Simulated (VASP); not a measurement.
# SnO (Pmn2_1) in VASP: a series of runs

Runs on SnO. Level: PBEsol. Tasks: single point.

All numbers are computed with VASP 6.6.1; they aren't measurements. Logs are shortened: lines on timing, memory, paths and dates and some standing lists are left out, and cuts for length are marked.

### 1 The cell of the first run

The structure is orthorhombic, space group Pmn2_1 (No. 31). The conventional cell has a = 3.355 Å, b = 5.674 Å, c = 4.222 Å, α = 90.00°, β = 90.00°, γ = 90.00°. Sn (site symmetry m) has 3 O at 2.15 to 2.16 Å within 2.8 Å. O (site symmetry m) has 3 Sn at 2.15 to 2.16 Å within 2.8 Å.

### 2 Single point, PBEsol

INCAR reads:

```
PREC = Accurate
ENCUT = 1340
EDIFF = 1E-6
ISMEAR = 0
SIGMA = 0.01
LREAL = False
LASPH = True
NELM = 120
ALGO = Normal
ISIF = 2
LWAVE = False
LCHARG = False
GGA = PS
NBANDS = 28
GGA_COMPAT = False
```

KPOINTS reads:

```
Automatic mesh
0
Gamma
  2 2 2
```

POSCAR reads:

```
SnO
1.0
    3.3550000000      0.0000000000      0.0000000000
    0.0000000000      5.6741000000      0.0000000000
    0.0000000000      0.0000000000      4.2219700000
Sn O
2 2
Direct
    0.0000000000      0.2319100000      0.5131400000
    0.5000000000      0.7680900000      0.0131400000
    0.0000000000      0.8912500000      0.7368600000
    0.5000000000      0.1087500000      0.2368600000
```

Potentials or basis: VASP PAW PBE potentials, release 64 (Sn_d, O_h).

Command:

```console
$ cat potpaw_PBE.64/Sn_d/POTCAR potpaw_PBE.64/O_h/POTCAR > POTCAR
$ mpirun -np 1 vasp_std > vasp.out
```

OUTCAR:

```text
PREC = Accurate
   ENCUT = 1340
   EDIFF = 1E-6
   ISMEAR = 0
   LREAL = False
   LASPH = True
   NELM = 120
   ISIF = 2
   GGA = PS

 ion  position               nearest neighbor table
   1  0.000  0.232  0.513-   3 2.15   4 2.16   4 2.16
   2  0.500  0.768  0.013-   4 2.15   3 2.16   3 2.16
   3  0.000  0.891  0.737-   1 2.15   2 2.16   2 2.16
   4  0.500  0.109  0.237-   2 2.15   1 2.16   1 2.16

  LATTYP: Found a simple orthorhombic cell.
 ALAT       =     3.3550000000
 B/A-ratio  =     1.2584113264
 C/A-ratio  =     1.6912369598

  Lattice vectors:

 A1 = (  -3.3550000000,   0.0000000000,   0.0000000000)
 A2 = (   0.0000000000,   0.0000000000,   4.2219700000)
 A3 = (   0.0000000000,   5.6741000000,   0.0000000000)

Analysis of symmetry for initial positions (statically):
=====================================================================
 Subroutine PRICEL returns:
 Original cell was already a primitive cell.

 Routine SETGRP: Setting up the symmetry group for a
 simple orthorhombic supercell.

 Subroutine GETGRP returns: Found  4 space group operations
 (whereof  2 operations were pure point group operations)
 out of a pool of  8 trial point group operations.

The static configuration has the point symmetry C_1h.
 The point group associated with its full space group is C_2v.

Analysis of symmetry for dynamics (positions and initial velocities):
=====================================================================
 Subroutine PRICEL returns:
 Original cell was already a primitive cell.

 Routine SETGRP: Setting up the symmetry group for a
 simple orthorhombic supercell.

 Subroutine GETGRP returns: Found  4 space group operations
 (whereof  2 operations were pure point group operations)
 out of a pool of  8 trial point group operations.

The dynamic configuration has the point symmetry C_1h.
 The point group associated with its full space group is C_2v.

 Subroutine INISYM returns: Found  4 space group operations
 (whereof  2 operations are pure point group operations),
 and found     1 'primitive' translations

----------------------------------------------------------------------------------------

                                     Primitive cell

  volume of cell :      80.3720

  direct lattice vectors                    reciprocal lattice vectors
     3.355000000  0.000000000  0.000000000     0.298062593  0.000000000  0.000000000
     0.000000000  5.674100000  0.000000000     0.000000000  0.176239404  0.000000000
     0.000000000  0.000000000  4.221970000     0.000000000  0.000000000  0.236856254

  length of vectors
     3.355000000  5.674100000  4.221970000     0.298062593  0.176239404  0.236856254

  position of ions in fractional coordinates (direct lattice)
     0.000000000  0.231910000  0.513140000
     0.500000000  0.768090000  0.013140000
     0.000000000  0.891250000  0.736860000
     0.500000000  0.108750000  0.236860000

  ion indices of the primitive-cell ions
   primitive index   ion index
                 1           1
                 2           2
                 3           3
                 4           4

----------------------------------------------------------------------------------------

 KPOINTS: Automatic mesh

Automatic generation of k-mesh.
 Grid dimensions read from file:
 generate k-points for:    2    2    2

 Generating k-lattice:

  Cartesian coordinates                     Fractional coordinates (reciprocal lattice)
     0.149031297  0.000000000  0.000000000     0.500000000  0.000000000  0.000000000
     0.000000000  0.088119702  0.000000000     0.000000000  0.500000000  0.000000000
     0.000000000  0.000000000  0.118428127     0.000000000  0.000000000  0.500000000

  Length of vectors
     0.149031297  0.088119702  0.118428127

  Shift w.r.t. Gamma in fractional coordinates (k-lattice)
     0.000000000  0.000000000  0.000000000

 Subroutine IBZKPT returns following result:
 ===========================================

 Found      8 irreducible k-points:

 Following reciprocal coordinates:
            Coordinates               Weight
  0.000000  0.000000  0.000000      1.000000
  0.500000  0.000000  0.000000      1.000000
  0.000000  0.500000  0.000000      1.000000
  0.500000  0.500000  0.000000      1.000000
  0.000000  0.000000  0.500000      1.000000
  0.500000  0.000000  0.500000      1.000000
  0.000000  0.500000  0.500000      1.000000
  0.500000  0.500000  0.500000      1.000000
   k-points           NKPTS =      8   k-points in BZ     NKDIM =      8   number of bands    NBANDS=     28
   number of dos      NEDOS =    301   number of ions     NIONS =      4
   total plane-waves  NPLWV = 140000
   dimension x,y,z NGX =    40 NGY =   70 NGZ =   50
   dimension x,y,z NGXF=    80 NGYF=  140 NGZF=  100
   ions per type =               2   2
   NGX,Y,Z   is equivalent  to a cutoff of  19.82, 20.51, 19.69 a.u.
   NGXF,Y,Z  is equivalent  to a cutoff of  39.64, 41.02, 39.38 a.u.
 SYSTEM =  unknown system
   PREC   = accura    normal or accurate (medium, high low for compatibility)
   ISTART =      0    job   : 0-new  1-cont  2-samecut
   ICHARG =      2    charge: 1-file 2-atom 10-const
   ISPIN  =      1    spin polarized calculation?
   LNONCOLLINEAR =      F non collinear calculations
   LSORBIT =      F    spin-orbit coupling
   LASPH  =      T    aspherical Exc in radial PAW
   ENCUT  = 1340.0 eV  98.49 Ry    9.92 a.u.  10.01 16.94 12.60*2*pi/ulx,y,z
   NELM   =    120;   NELMIN=  2; NELMDL= -5     # of ELM steps
   EDIFF  = 0.1E-05   stopping-criterion for ELM
   LREAL  =      F    real-space projection
   EDIFFG = 0.1E-04   stopping-criterion for IOM
   NSW    =      0    number of steps for IOM
   IBRION =     -1    ionic relax: 0-MD 1-quasi-New 2-CG
   NFREE  =      0    steps in history (QN), initial steepest desc. (CG)
   ISIF   =      2    stress and relaxation
   ISYM   =      2    0-nonsym 1-usesym 2-fastsym
   POTIM  = 0.5000    time-step for ionic-motion
   TEBEG  =    0.0;   TEEND  =   0.0 temperature during run
   PSTRESS=    0.0 pullay stress
   NELECT =      40.0000    total number of electrons
   NUPDOWN=      -1.0000    fix difference up-down
   EMIN   =  10.00;   EMAX   =-10.00  energy-range for DOS
   EFERMI =   0.00;   METHOD = LEGACY
   ISMEAR =     0;   SIGMA  =   0.01  broadening in eV -4-tet -1-fermi 0-gaus
   EFERMI_NEDOS =   21; number of points for ismear=-14 and -15
   IALGO  =     38    algorithm
   IMIX   =      4    mixing-type and parameters
     AMIX     =   0.40;   BMIX     =  1.00
     AMIX_MAG =   1.60;   BMIX_MAG =  1.00
  volume/ion in A,a.u.               =      20.09       135.59
  Fermi-wavevector in a.u.,A,eV,Ry     =   1.297358  2.451652 22.900491  1.683139
  Thomas-Fermi vector in A             =   2.428756
   LORBIT       =      0    0 simple, 1 ext, 2 COOP (PROOUT), +10 PAW based schemes
   GGA     = PS    functional components
   LHFCALC =     F    Hartree Fock is set to
   AEXX    =    0.0000 exact exchange contribution
   IVDW    =     0    specifies the selected vdW correction
   LEPSILON=     F    determine dielectric tensor
   LRPA    =     F    only Hartree local field effects (RPA)
 non-spin polarized calculation
 Gauss-broadening in eV      SIGMA  =   0.01
  energy-cutoff  :     1340.00
  volume of cell :       80.37
 maximum number of plane-waves:      8988
   NGX = 21   NGY = 33   NGZ = 25

 number of electron      40.0000002 magnetization

 Free energy of the ion-electron system (eV)
  ---------------------------------------------------
  ext. energy  EPLUGINS =         0.00000000
  ---------------------------------------------------
  free energy    TOTEN  =       -23.57825300 eV

  energy without entropy =      -23.57825300  energy(sigma->0) =      -23.57825300

 E-fermi :   4.9419     XC(G=0):  -9.7674

 val. band max:        4.8931056220   @ k =   0.0000   0.0000   0.0000
 cond. band min:       6.7317878140   @ k =   0.5000   0.5000   0.0000
 fundamental gap:      1.8386821920
 Fermi energy:         4.9419254714

 k-point     1 :       0.0000    0.0000    0.0000
  band No.  band energies     occupation
      1     -16.2302      2.00000
      2     -15.9065      2.00000
      3     -15.8225      2.00000
      4     -15.7950      2.00000
      5     -15.7681      2.00000
      6     -15.7326      2.00000
[... 20 lines left out ...]
     27      13.5467      0.00000
     28      14.1246      0.00000

 k-point     2 :       0.5000    0.0000    0.0000
  band No.  band energies     occupation
      1     -16.1888      2.00000
      2     -16.1888      2.00000
      3     -15.7752      2.00000
      4     -15.7752      2.00000
      5     -15.7419      2.00000
      6     -15.7419      2.00000
[... 20 lines left out ...]
     27      14.1433      0.00000
     28      14.1433      0.00000

 k-point     3 :       0.0000    0.5000    0.0000
  band No.  band energies     occupation
      1     -16.2222      2.00000
      2     -15.9109      2.00000
      3     -15.8154      2.00000
      4     -15.7916      2.00000
      5     -15.7713      2.00000
      6     -15.7410      2.00000
[... 20 lines left out ...]
     27      14.3475      0.00000
     28      14.9526      0.00000

 k-point     4 :       0.5000    0.5000    0.0000
  band No.  band energies     occupation
      1     -16.1940      2.00000
      2     -16.1940      2.00000
      3     -15.7720      2.00000
      4     -15.7720      2.00000
      5     -15.7423      2.00000
      6     -15.7423      2.00000
[... 20 lines left out ...]
     27      13.4049      0.00000
     28      13.4049      0.00000

 k-point     5 :       0.0000    0.0000    0.5000
  band No.  band energies     occupation
      1     -16.0898      2.00000
      2     -16.0898      2.00000
      3     -15.7909      2.00000
      4     -15.7909      2.00000
      5     -15.7874      2.00000
      6     -15.7874      2.00000
[... 20 lines left out ...]
     27      15.9178      0.00000
     28      15.9178      0.00000

 k-point     6 :       0.5000    0.0000    0.5000
  band No.  band energies     occupation
      1     -16.2173      2.00000
      2     -16.2173      2.00000
      3     -15.8016      2.00000
      4     -15.8016      2.00000
      5     -15.7252      2.00000
      6     -15.7252      2.00000
[... 20 lines left out ...]
     27      13.7432      0.00000
     28      13.7432      0.00000

 k-point     7 :       0.0000    0.5000    0.5000
  band No.  band energies     occupation
      1     -16.0901      2.00000
      2     -16.0901      2.00000
      3     -15.7922      2.00000
      4     -15.7922      2.00000
      5     -15.7895      2.00000
      6     -15.7895      2.00000
[... 20 lines left out ...]
     27      14.8844      0.00000
     28      14.8844      0.00000

 k-point     8 :       0.5000    0.5000    0.5000
  band No.  band energies     occupation
      1     -16.2088      2.00000
      2     -16.2088      2.00000
      3     -15.7956      2.00000
      4     -15.7956      2.00000
      5     -15.7258      2.00000
      6     -15.7258      2.00000
[... 20 lines left out ...]
     27      15.4315      0.00000
     28      15.4370      0.00000

------------------------ aborting loop because EDIFF is reached ----------------------------------------

  FORCE on cell =-STRESS in cart. coord.  units (eV):
  Direction    XX          YY          ZZ          XY          YZ          ZX
  --------------------------------------------------------------------------------------
  -------------------------------------------------------------------------------------
  Total        0.8043191     -2.0724747     -2.5052986      0.0000000      0.0000000      0.0000000
  in kB       16.0337209    -41.3138033    -49.9419415      0.0000000      0.0000000      0.0000000
  external PRESSURE =     -25.0740079 kB  Pullay stress =       0.0000000 kB

 VOLUME and BASIS-vectors are now :
 -----------------------------------------------------------------------------
  energy-cutoff  :     1340.00
  volume of cell :       80.37
      direct lattice vectors                 reciprocal lattice vectors
     3.355000000  0.000000000  0.000000000     0.298062593  0.000000000  0.000000000
     0.000000000  5.674100000  0.000000000     0.000000000  0.176239404  0.000000000
     0.000000000  0.000000000  4.221970000     0.000000000  0.000000000  0.236856254

 POSITION                                       TOTAL-FORCE (eV/Angst)
 -----------------------------------------------------------------------------------
      0.00000      1.31588      2.16646         0.000000     -0.172387      0.041357
      1.67750      4.35822      0.05548         0.000000      0.172387      0.041357
      0.00000      5.05704      3.11100         0.000000      0.202871     -0.041357
      1.67750      0.61706      1.00002         0.000000     -0.202871     -0.041357
 -----------------------------------------------------------------------------------
    total drift:                               -0.000000     -0.000000     -0.000386

  FREE ENERGIE OF THE ION-ELECTRON SYSTEM (eV)
  ---------------------------------------------------
  free  energy   TOTEN  =       -23.5782529963 eV

  energy  without entropy=      -23.5782529963  energy(sigma->0) =      -23.57825300
```

Wall time 46 s (1 thread of AMD EPYC 9R45 (Zen 5), shared host); peak memory 0.35 GiB.

What came out:

| Property | Result |
| --- | --- |
| Free energy | -23.5783 eV |
| Pressure | -2.5 GPa |
| Largest force | 0.207 eV/Å |
| Band gap on the k mesh | 1.84 eV (least direct gap 2.61 eV) |

Forces in eV/Å, atoms in the order of the input:
```
Sn   0.000 -0.172  0.041
Sn   0.000  0.172  0.041
O    0.000  0.203 -0.041
O    0.000 -0.203 -0.041
```

Stress tensor (GPa, compression positive):
```
 1.60  0.00  0.00
 0.00 -4.13  0.00
 0.00  0.00 -4.99
```

Caveat: the k points lie up to 0.94 Å⁻¹ apart, too coarse for converged energies, forces and pressures; the PAW data sets were made with another functional, which shifts forces and pressure a little; spin-orbit coupling is left out, which moves the levels of the heavy elements.

### 3 Single point, PBEsol

INCAR reads:

```
ALGO = Normal
EDIFF = 1E-6
ENCUT = 1340
GGA = PS
GGA_COMPAT = F
ISIF = 2
ISMEAR = 0
LASPH = T
LCHARG = F
LREAL = F
LWAVE = F
NBANDS = 28
NELM = 120
PREC = Accurate
SIGMA = 0.01
```

KPOINTS reads:

```
k-points
0
Gamma
  4 4 4
```

POSCAR is that of step 2.

Potentials or basis: VASP PAW PBE potentials, release 64 (Sn_d, O_h).

Command:

```console
$ cat potpaw_PBE.64/Sn_d/POTCAR potpaw_PBE.64/O_h/POTCAR > POTCAR
$ mpirun -np 1 vasp_std > vasp.out
```

It took 3 min on 1 thread of AMD EPYC 7R13 (Zen 3), shared host; peak memory 0.45 GiB.

Results (log left out):

```yaml
Free_energy: -23.8160 eV
Pressure: -3.0 GPa
Largest_force: 0.351 eV/Å
Band_gap_on_the_k_mesh: 1.64 eV (least direct gap 2.43 eV)
```

Forces in eV/Å, atoms in the order of the input:
```
Sn   0.000 -0.338 -0.096
Sn   0.000  0.338 -0.096
O    0.000  0.118  0.096
O    0.000 -0.118  0.096
```

Stress tensor (GPa, compression positive):
```
-3.59  0.00  0.00
 0.00 -2.77  0.00
 0.00  0.00 -2.66
```

Levels at points of the mesh, in eV from the valence-band top:
| k point | band 17 | band 18 | band 19 | band 20 | band 21 | band 22 | band 23 | band 24 |
| --- | --- | --- | --- | --- | --- | --- | --- | --- |
| (0.00, 0.00, 0.00) | -3.50 | -2.64 | -2.05 | 0.00 | 2.61 | 3.11 | 5.81 | 5.86 |
| (0.50, 0.00, 0.00) | -2.58 | -2.58 | -1.25 | -1.25 | 2.53 | 2.53 | 5.49 | 5.49 |
| (0.00, 0.50, 0.00) | -3.79 | -2.66 | -1.59 | -1.37 | 3.27 | 3.86 | 4.80 | 4.97 |
| (0.50, 0.50, 0.00) | -2.65 | -2.65 | -0.91 | -0.91 | 1.84 | 1.84 | 6.23 | 6.23 |
| (0.00, 0.00, 0.50) | -3.20 | -3.20 | -1.66 | -1.66 | 2.61 | 2.61 | 5.17 | 5.17 |
| (0.50, 0.00, 0.50) | -3.16 | -3.16 | -1.08 | -1.08 | 2.06 | 2.06 | 4.56 | 4.56 |
| (0.00, 0.50, 0.50) | -2.92 | -2.92 | -1.51 | -1.51 | 1.87 | 1.87 | 5.92 | 5.92 |
| (0.50, 0.50, 0.50) | -3.43 | -3.43 | -0.43 | -0.43 | 2.38 | 2.38 | 4.10 | 4.10 |

Caveat: the k points lie up to 0.47 Å⁻¹ apart; the PAW data sets were made with another functional, which shifts forces and pressure a little; spin-orbit coupling is left out, which moves the levels of the heavy elements.

### 4 Single point, PBEsol

INCAR reads:

```
SYSTEM = SnO
ALGO = Normal
EDIFF = 1E-6
ENCUT = 1340
GGA = PS
GGA_COMPAT = .False.
ISIF = 2
ISMEAR = 0
LASPH = .True.
LCHARG = .True.
LELF = .True.
LREAL = .False.
LVHAR = .True.
LWAVE = .False.
NBANDS = 28
NELM = 120
PREC = Accurate
SIGMA = 0.01
```

KPOINTS reads:

```
k-points
0
Gamma
  4 2 4
  0 0 0
```

POSCAR is that of step 3.

Command:

```console
$ cat potpaw_PBE.64/Sn_d/POTCAR potpaw_PBE.64/O_h/POTCAR > POTCAR
$ mpirun -np 1 vasp_std > vasp.out
```

Wall time 2.9 min (1 thread of Intel Xeon Platinum 8259CL at 2.50GHz (Skylake/Cascade Lake), shared host); peak memory 0.44 GiB.

It converged, with:

| Quantity | Value |
| --- | --- |
| Free energy | -23.8251 eV |
| Pressure | -3.1 GPa |
| Largest force | 0.351 eV/Å |
| Band gap on the k mesh | 1.84 eV (least direct gap 2.53 eV) |

Forces on the atoms (eV/Å):
```
Sn   0.000 -0.336 -0.102
Sn   0.000  0.336 -0.102
O    0.000  0.122  0.102
O    0.000 -0.122  0.102
```

Stress tensor (GPa, compression positive):
```
-3.65  0.00  0.00
 0.00 -2.99  0.00
 0.00  0.00 -2.65
```

Levels at points of the mesh, in eV from the valence-band top:
| k point | band 17 | band 18 | band 19 | band 20 | band 21 | band 22 | band 23 | band 24 |
| --- | --- | --- | --- | --- | --- | --- | --- | --- |
| (0.00, 0.00, 0.00) | -3.50 | -2.63 | -2.05 | 0.00 | 2.61 | 3.11 | 5.82 | 5.86 |
| (0.50, 0.00, 0.00) | -2.58 | -2.58 | -1.25 | -1.25 | 2.53 | 2.53 | 5.49 | 5.49 |
| (0.00, 0.50, 0.00) | -3.79 | -2.66 | -1.59 | -1.37 | 3.27 | 3.86 | 4.80 | 4.98 |
| (0.50, 0.50, 0.00) | -2.65 | -2.65 | -0.91 | -0.91 | 1.84 | 1.84 | 6.23 | 6.23 |
| (0.00, 0.00, 0.50) | -3.20 | -3.20 | -1.66 | -1.66 | 2.61 | 2.61 | 5.17 | 5.17 |
| (0.50, 0.00, 0.50) | -3.16 | -3.16 | -1.08 | -1.08 | 2.06 | 2.06 | 4.56 | 4.56 |
| (0.00, 0.50, 0.50) | -2.92 | -2.92 | -1.51 | -1.51 | 1.87 | 1.87 | 5.92 | 5.92 |
| (0.50, 0.50, 0.50) | -3.43 | -3.43 | -0.43 | -0.43 | 2.38 | 2.38 | 4.10 | 4.10 |

Caveat: the k points lie up to 0.55 Å⁻¹ apart; the PAW data sets were made with another functional, which shifts forces and pressure a little; spin-orbit coupling is left out, which moves the levels of the heavy elements. A k mesh can miss the band edges.

(Part 1 of 2 ends here.)
